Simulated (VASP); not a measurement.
Runs of VASP 6.6.1 on Rh. The structure is that of space group P6_3/mmc (No. 194), or close to it. The cells are those of the table. This isn't the form of Rh at room conditions, which is fcc.

| cell | k mesh | cutoff (eV) | gap on the mesh (eV) | pressure (GPa) |
| --- | --- | --- | --- | --- |
| a = 2.634, b = 2.634, c = 8.598 Å, angles 90.0, 90.0, 120.0°, 4 atoms | 18 × 18 × 6 | 520 | none | (b) |
| a = 2.743, b = 2.743, c = 8.672 Å, angles 90.0, 90.0, 120.0°, 4 atoms | 24 × 24 × 6 | 550 | none | -5.8 |
| a = 2.770, b = 2.770, c = 9.041 Å, angles 90.0, 90.0, 120.0°, 4 atoms | 24 × 24 × 6 | 520 | none | (a) |
| a = 2.662, b = 2.662, c = 8.689 Å, angles 90.0, 90.0, 120.0°, 4 atoms | 18 × 18 × 6 | 520 | none | 10.7 |
| a = 2.692, b = 2.692, c = 8.798 Å, angles 90.0, 90.0, 120.0°, 4 atoms | 6 × 6 × 2 | 550 | none | 0.5 |
| a = 2.716, b = 2.716, c = 8.725 Å, angles 90.0, 90.0, 120.0°, 4 atoms | 24 × 24 × 6 | 550 | none | -2.6 |

Alike in all rows: task single point; level r2SCAN; potentials or basis VASP PAW PBE potentials, release 64 (Rh_pv); no spin polarisation; smearing gaussian 0.1 eV.

Question: Fill in the values left out.

Answer: (a) -19.0; (b) 22.0.

Caveats: some runs use coarse meshes; the PAW data sets were made with another functional, which shifts forces and pressure a little; the cell stands under pressure (at least some runs); the stress differs along the axes, from -9 to 1 GPa (at least some runs); the cell stands under tension (at least some runs); the stress differs along the axes, from -4 to 1 GPa (at least some runs).

A k mesh can miss the band edges, and the runs leave out spin-orbit coupling on Rh.

A gap of «none» marks levels without a gap at the run's occupations.
